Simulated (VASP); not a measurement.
# TiN (Fm-3m) in VASP: a series of runs

The runs below take TiN through single point, with PBE.

Everything below comes from runs of VASP 6.6.1. Logs are shortened: lines on timing, memory, paths and dates and some standing lists are left out, and cuts for length are marked.

## 1. The cell of the first run

The structure is cubic, space group Fm-3m (No. 225). Conventional cell: a = 4.238 Å, b = 4.238 Å, c = 4.238 Å, α = 90.00°, β = 90.00°, γ = 90.00°. Ti (site symmetry m-3m) has 6 N at 2.12 Å within 2.8 Å. N (site symmetry m-3m) has 6 Ti at 2.12 Å within 2.8 Å.

## 2. Single point, PBE, collinear spin, ferromagnetic start

Input file INCAR:

```
PREC = Accurate ; ENCUT = 520
EDIFF = 1E-6 ; ISMEAR = 0
SIGMA = 0.1 ; LREAL = F
LASPH = T ; NELM = 150
ALGO = Normal ; ISIF = 2
LWAVE = F ; LCHARG = T
ISPIN = 2 ; MAGMOM = 1 0
LORBIT = 11 ; LMAXMIX = 4
GGA = PE ; LELF = T
LVHAR = T ; NBANDS = 20
```

Input file KPOINTS:

```
regular mesh
0
Gamma
  8 8 8
```

Input file POSCAR:

```
TiN
1.0
    0.0000000000      2.1190000000      2.1190000000
    2.1190000000      0.0000000000      2.1190000000
    2.1190000000      2.1190000000      0.0000000000
Ti N
1 1
Direct
    0.0000000000      0.0000000000      0.0000000000
    0.5000000000      0.5000000000      0.5000000000
```

Potentials or basis: VASP PAW PBE potentials, release 64 (Ti_sv, N).

Started as:

```console
cat potpaw_PBE.64/Ti_sv/POTCAR potpaw_PBE.64/N/POTCAR > POTCAR
mpirun -np 1 vasp_std > vasp.out
```

OUTCAR:

```text
PREC = Accurate
   ENCUT = 520
   EDIFF = 1E-6
   ISMEAR = 0
   LREAL = F
   LASPH = T
   NELM = 150
   ISIF = 2
   ISPIN = 2
   LORBIT = 11
   GGA = PE

 ion  position               nearest neighbor table
   1  0.000  0.000  0.000-   2 2.12   2 2.12   2 2.12   2 2.12   2 2.12   2 2.12
   2  0.500  0.500  0.500-   1 2.12   1 2.12   1 2.12   1 2.12   1 2.12   1 2.12

  LATTYP: Found a face centered cubic cell.
 ALAT       =     4.2380000000

  Lattice vectors:

 A1 = (   0.0000000000,   2.1190000000,   2.1190000000)
 A2 = (   2.1190000000,   0.0000000000,   2.1190000000)
 A3 = (   2.1190000000,   2.1190000000,   0.0000000000)

Analysis of symmetry for initial positions (statically):
=====================================================================
 Subroutine PRICEL returns:
 Original cell was already a primitive cell.

 Routine SETGRP: Setting up the symmetry group for a
 face centered cubic supercell.

 Subroutine GETGRP returns: Found 48 space group operations
 (whereof 48 operations were pure point group operations)
 out of a pool of 48 trial point group operations.

The static configuration has the point symmetry O_h .

Analysis of symmetry for dynamics (positions and initial velocities):
=====================================================================
 Subroutine PRICEL returns:
 Original cell was already a primitive cell.

 Routine SETGRP: Setting up the symmetry group for a
 face centered cubic supercell.

 Subroutine GETGRP returns: Found 48 space group operations
 (whereof 48 operations were pure point group operations)
 out of a pool of 48 trial point group operations.

The dynamic configuration has the point symmetry O_h .

Analysis of structural, dynamic, and magnetic symmetry:
=====================================================================
 Subroutine PRICEL returns:
 Original cell was already a primitive cell.

 Routine SETGRP: Setting up the symmetry group for a
 face centered cubic supercell.

 Subroutine GETGRP returns: Found 48 space group operations
 (whereof 48 operations were pure point group operations)
 out of a pool of 48 trial point group operations.

The overall configuration has the point symmetry O_h .

 Subroutine INISYM returns: Found 48 space group operations
 (whereof 48 operations are pure point group operations),
 and found     1 'primitive' translations

----------------------------------------------------------------------------------------

                                     Primitive cell

  volume of cell :      19.0293

  direct lattice vectors                    reciprocal lattice vectors
     0.000000000  2.119000000  2.119000000    -0.235960359  0.235960359  0.235960359
     2.119000000  0.000000000  2.119000000     0.235960359 -0.235960359  0.235960359
     2.119000000  2.119000000  0.000000000     0.235960359  0.235960359 -0.235960359

  length of vectors
     2.996718539  2.996718539  2.996718539     0.408695330  0.408695330  0.408695330

  position of ions in fractional coordinates (direct lattice)
     0.000000000  0.000000000  0.000000000
     0.500000000  0.500000000  0.500000000

  ion indices of the primitive-cell ions
   primitive index   ion index
                 1           1
                 2           2

----------------------------------------------------------------------------------------

 KPOINTS: regular mesh

Automatic generation of k-mesh.
 Grid dimensions read from file:
 generate k-points for:    8    8    8

 Generating k-lattice:

  Cartesian coordinates                     Fractional coordinates (reciprocal lattice)
    -0.029495045  0.029495045  0.029495045     0.125000000  0.000000000  0.000000000
     0.029495045 -0.029495045  0.029495045     0.000000000  0.125000000  0.000000000
     0.029495045  0.029495045 -0.029495045     0.000000000  0.000000000  0.125000000

  Length of vectors
     0.051086916  0.051086916  0.051086916

  Shift w.r.t. Gamma in fractional coordinates (k-lattice)
     0.000000000  0.000000000  0.000000000

 Subroutine IBZKPT returns following result:
 ===========================================

 Found     29 irreducible k-points:

 Following reciprocal coordinates:
            Coordinates               Weight
  0.000000  0.000000  0.000000      1.000000
  0.125000  0.000000  0.000000      8.000000
  0.250000  0.000000  0.000000      8.000000
  0.375000  0.000000  0.000000      8.000000
  0.500000  0.000000  0.000000      4.000000
  0.125000  0.125000  0.000000      6.000000
[... 16 lines left out ...]
  0.500000  0.250000  0.125000     48.000000
 -0.375000  0.250000  0.125000     24.000000
 [... further k-points ...]
   k-points           NKPTS =     29   k-points in BZ     NKDIM =     29   number of bands    NBANDS=     20
   number of dos      NEDOS =    301   number of ions     NIONS =      2
   total plane-waves  NPLWV =  13824
   dimension x,y,z NGX =    24 NGY =   24 NGZ =   24
   dimension x,y,z NGXF=    48 NGYF=   48 NGZF=   48
   ions per type =               1   1
   NGX,Y,Z   is equivalent  to a cutoff of  13.31, 13.31, 13.31 a.u.
   NGXF,Y,Z  is equivalent  to a cutoff of  26.63, 26.63, 26.63 a.u.
 SYSTEM =  unknown system
   PREC   = accura    normal or accurate (medium, high low for compatibility)
   ISTART =      0    job   : 0-new  1-cont  2-samecut
   ICHARG =      2    charge: 1-file 2-atom 10-const
   ISPIN  =      2    spin polarized calculation?
   LNONCOLLINEAR =      F non collinear calculations
   LSORBIT =      F    spin-orbit coupling
   LASPH  =      T    aspherical Exc in radial PAW
   ENCUT  =  520.0 eV  38.22 Ry    6.18 a.u.   5.57  5.57  5.57*2*pi/ulx,y,z
   NELM   =    150;   NELMIN=  2; NELMDL= -5     # of ELM steps
   EDIFF  = 0.1E-05   stopping-criterion for ELM
   LREAL  =      F    real-space projection
   EDIFFG = 0.1E-04   stopping-criterion for IOM
   NSW    =      0    number of steps for IOM
   IBRION =     -1    ionic relax: 0-MD 1-quasi-New 2-CG
   NFREE  =      0    steps in history (QN), initial steepest desc. (CG)
   ISIF   =      2    stress and relaxation
   ISYM   =      2    0-nonsym 1-usesym 2-fastsym
   POTIM  = 0.5000    time-step for ionic-motion
   TEBEG  =    0.0;   TEEND  =   0.0 temperature during run
   PSTRESS=    0.0 pullay stress
   NELECT =      17.0000    total number of electrons
   NUPDOWN=      -1.0000    fix difference up-down
   EMIN   =  10.00;   EMAX   =-10.00  energy-range for DOS
   EFERMI =   0.00;   METHOD = LEGACY
   ISMEAR =     0;   SIGMA  =   0.10  broadening in eV -4-tet -1-fermi 0-gaus
   EFERMI_NEDOS =   21; number of points for ismear=-14 and -15
   IALGO  =     38    algorithm
   IMIX   =      4    mixing-type and parameters
     AMIX     =   0.40;   BMIX     =  1.00
     AMIX_MAG =   1.60;   BMIX_MAG =  1.00
  volume/ion in A,a.u.               =       9.51        64.21
  Fermi-wavevector in a.u.,A,eV,Ry     =   1.576704  2.979539 33.824024  2.485996
  Thomas-Fermi vector in A             =   2.677497
   LORBIT       =     11    0 simple, 1 ext, 2 COOP (PROOUT), +10 PAW based schemes
   GGA     = PE    functional components
   LHFCALC =     F    Hartree Fock is set to
   AEXX    =    0.0000 exact exchange contribution
   IVDW    =     0    specifies the selected vdW correction
   LEPSILON=     F    determine dielectric tensor
   LRPA    =     F    only Hartree local field effects (RPA)
 spin polarized calculation
 Gauss-broadening in eV      SIGMA  =   0.10
  energy-cutoff  :      520.00
  volume of cell :       19.03
 maximum number of plane-waves:       531
 NGX is ok and might be reduce to    24
   NGX = 11   NGY = 11   NGZ = 11

 number of electron      17.0000002 magnetization      -0.0000247

 number of electron      17.0000002 magnetization       0.0000692

 Free energy of the ion-electron system (eV)
  ---------------------------------------------------
  ext. energy  EPLUGINS =         0.00000000
  ---------------------------------------------------
  free energy    TOTEN  =       -19.62663561 eV

  energy without entropy =      -19.61806314  energy(sigma->0) =      -19.62234937

 E-fermi :  11.5034     XC(G=0): -13.0341

 val. band max:       11.5032710261   @ k =   0.3750   0.1250   0.0000
 cond. band min:      11.5246651317   @ k =  -0.3750   0.3750   0.1250
 fundamental gap:      0.0213941056
 Fermi energy:        11.5034456313

 spin component 1

 k-point     1 :       0.0000    0.0000    0.0000
  band No.  band energies     occupation
      1     -46.3712      1.00000
      2     -22.3494      1.00000
      3     -22.3494      1.00000
      4     -22.3494      1.00000
      5      -5.6389      1.00000
      6       9.4305      1.00000
[... 12 lines left out ...]
     19      38.5419      0.00000
     20      38.5419      0.00000
[... 507 lines left out ...]
 k-point    24 :      -0.3750    0.2500    0.1250
  band No.  band energies     occupation
      1     -46.2574      1.00000
      2     -22.8929      1.00000
      3     -22.5661      1.00000
      4     -22.4600      1.00000
      5      -3.4739      1.00000
      6       4.3435      1.00000
[... 12 lines left out ...]
     19      34.7883      0.00000
     20      38.8636      0.00000

 [... further k-points ...]

 spin component 2

 k-point     1 :       0.0000    0.0000    0.0000
  band No.  band energies     occupation
      1     -46.3711      1.00000
      2     -22.3494      1.00000
      3     -22.3494      1.00000
      4     -22.3494      1.00000
      5      -5.6387      1.00000
      6       9.4306      1.00000
[... 12 lines left out ...]
     19      38.5420      0.00000
     20      38.5420      0.00000
[... 507 lines left out ...]
 k-point    24 :      -0.3750    0.2500    0.1250
  band No.  band energies     occupation
      1     -46.2573      1.00000
      2     -22.8929      1.00000
      3     -22.5661      1.00000
      4     -22.4600      1.00000
      5      -3.4739      1.00000
      6       4.3436      1.00000
[... 12 lines left out ...]
     19      34.7885      0.00000
     20      38.8638      0.00000

 [... further k-points ...]
[... 5 lines left out ...]
  --------------------------------------------------------------------------------------
  -------------------------------------------------------------------------------------
  Total        0.2833806      0.2833806      0.2833806      0.0000000      0.0000000      0.0000000
  in kB       23.8593064     23.8593064     23.8593064      0.0000000      0.0000000      0.0000000
  external PRESSURE =      23.8593064 kB  Pullay stress =       0.0000000 kB

 VOLUME and BASIS-vectors are now :
 -----------------------------------------------------------------------------
  energy-cutoff  :      520.00
  volume of cell :       19.03
      direct lattice vectors                 reciprocal lattice vectors
     0.000000000  2.119000000  2.119000000    -0.235960359  0.235960359  0.235960359
     2.119000000  0.000000000  2.119000000     0.235960359 -0.235960359  0.235960359
     2.119000000  2.119000000  0.000000000     0.235960359  0.235960359 -0.235960359

 POSITION                                       TOTAL-FORCE (eV/Angst)
 -----------------------------------------------------------------------------------
      0.00000      0.00000      0.00000         0.000000      0.000000      0.000000
      2.11900      2.11900      2.11900         0.000000      0.000000      0.000000
 -----------------------------------------------------------------------------------
    total drift:                                0.000000     -0.000000     -0.000000

  FREE ENERGIE OF THE ION-ELECTRON SYSTEM (eV)
  ---------------------------------------------------
  free  energy   TOTEN  =       -19.6266356087 eV

  energy  without entropy=      -19.6180631364  energy(sigma->0) =      -19.62234937

 total charge

# of ion       s       p       d       tot
------------------------------------------
    1        2.184   6.229   1.975  10.388
    2        1.247   2.508   0.000   3.756
--------------------------------------------------
tot          3.431   8.737   1.975  14.144

 magnetization (x)

# of ion       s       p       d       tot
------------------------------------------
    1        0.000  -0.000  -0.000  -0.000
    2        0.000   0.000   0.000   0.000
--------------------------------------------------
tot          0.000  -0.000  -0.000  -0.000
```

It took 16 s on 1 thread of Intel Xeon Platinum 8375C at 2.90GHz (Ice Lake), shared host; peak memory 0.15 GiB.

What came out:

```yaml
Free_energy: -19.6266 eV
Pressure: 2.4 GPa
Net_moment: 0.00 μB per cell
Valence_electrons_inside_the_program's_atomic_spheres: Ti 10.39; N 3.76
```

## 3. Single point, PBE

This run uses another cell than the first one, of 9.57 Å³/atom, 1.006 times its volume.

Input file INCAR:

```
  ALGO = Normal
  EDIFF = 1E-6
  ENCUT = 520
  GGA = PE
  ISIF = 2
  ISMEAR = 0
  LASPH = T
  LCHARG = F
  LREAL = F
  LWAVE = F
  NBANDS = 16
  NELM = 80
  PREC = Accurate
  SIGMA = 0.1
```

Input file KPOINTS:

```
k-points
0
Gamma
  18 18 18
```

Input file POSCAR:

```
TiN
1.0
    0.0000000000      2.1233653582      2.1233653582
    2.1233653582      0.0000000000      2.1233653582
    2.1233653582      2.1233653582      0.0000000000
Ti N
1 1
Direct
    0.0000000000      0.0000000000      0.0000000000
    0.5000000000      0.5000000000      0.5000000000
```

Potentials or basis: VASP PAW PBE potentials, release 64 (Ti_sv, N).

Started as:

```console
cat potpaw_PBE.64/Ti_sv/POTCAR potpaw_PBE.64/N/POTCAR > POTCAR
mpirun -np 1 vasp_std > vasp.out
```

OUTCAR:

```text
EDIFF = 1E-6
   ENCUT = 520
   GGA = PE
   ISIF = 2
   ISMEAR = 0
   LASPH = T
   LREAL = F
   NELM = 80
   PREC = Accurate

 ion  position               nearest neighbor table
   1  0.000  0.000  0.000-   2 2.12   2 2.12   2 2.12   2 2.12   2 2.12   2 2.12
   2  0.500  0.500  0.500-   1 2.12   1 2.12   1 2.12   1 2.12   1 2.12   1 2.12

  LATTYP: Found a face centered cubic cell.
 ALAT       =     4.2467307164

  Lattice vectors:

 A1 = (   0.0000000000,   2.1233653582,   2.1233653582)
 A2 = (   2.1233653582,   0.0000000000,   2.1233653582)
[... 624 lines left out ...]
      3     -22.5045      2.00000
      4     -22.4752      2.00000
      5      -4.6479      2.00000
      6       5.9458      2.00000
[... 8 lines left out ...]
     15      24.3124      0.00000
     16      28.4197      0.00000

 [... further k-points ...]
[... 5 lines left out ...]
  --------------------------------------------------------------------------------------
  -------------------------------------------------------------------------------------
  Total        0.0554988      0.0554988      0.0554988      0.0000000      0.0000000      0.0000000
  in kB        4.6439782      4.6439782      4.6439782      0.0000000      0.0000000      0.0000000
  external PRESSURE =       4.6439782 kB  Pullay stress =       0.0000000 kB

 VOLUME and BASIS-vectors are now :
 -----------------------------------------------------------------------------
  energy-cutoff  :      520.00
  volume of cell :       19.15
      direct lattice vectors                 reciprocal lattice vectors
     0.000000000  2.123365358  2.123365358    -0.235475255  0.235475255  0.235475255
     2.123365358  0.000000000  2.123365358     0.235475255 -0.235475255  0.235475255
     2.123365358  2.123365358  0.000000000     0.235475255  0.235475255 -0.235475255

 POSITION                                       TOTAL-FORCE (eV/Angst)
 -----------------------------------------------------------------------------------
      0.00000      0.00000      0.00000        -0.000000      0.000000     -0.000000
      2.12337      2.12337      2.12337         0.000000     -0.000000      0.000000
 -----------------------------------------------------------------------------------
    total drift:                                0.000000     -0.000000     -0.000000

  FREE ENERGIE OF THE ION-ELECTRON SYSTEM (eV)
  ---------------------------------------------------
  free  energy   TOTEN  =       -19.6384982713 eV

  energy  without entropy=      -19.6342216289  energy(sigma->0) =      -19.63635995
```

stdout:

```text
POSCAR found type information on POSCAR TiN
 POSCAR found :  2 types and       2 ions
 scaLAPACK will be used
 LDA part: xc-table for (Slater+PW92), standard interpolation
 POSCAR, INCAR and KPOINTS ok, starting setup
 FFT: planning ... GRIDC
 FFT: planning ... GRID_SOFT
 FFT: planning ... GRID
 WAVECAR not read
 entering main loop
```

It took 43 s on 1 thread of Intel Xeon Platinum 8259CL at 2.50GHz (Skylake/Cascade Lake), shared host; peak memory 0.18 GiB.

What came out:

```yaml
Free_energy: -19.6385 eV
Pressure: 0.5 GPa
```
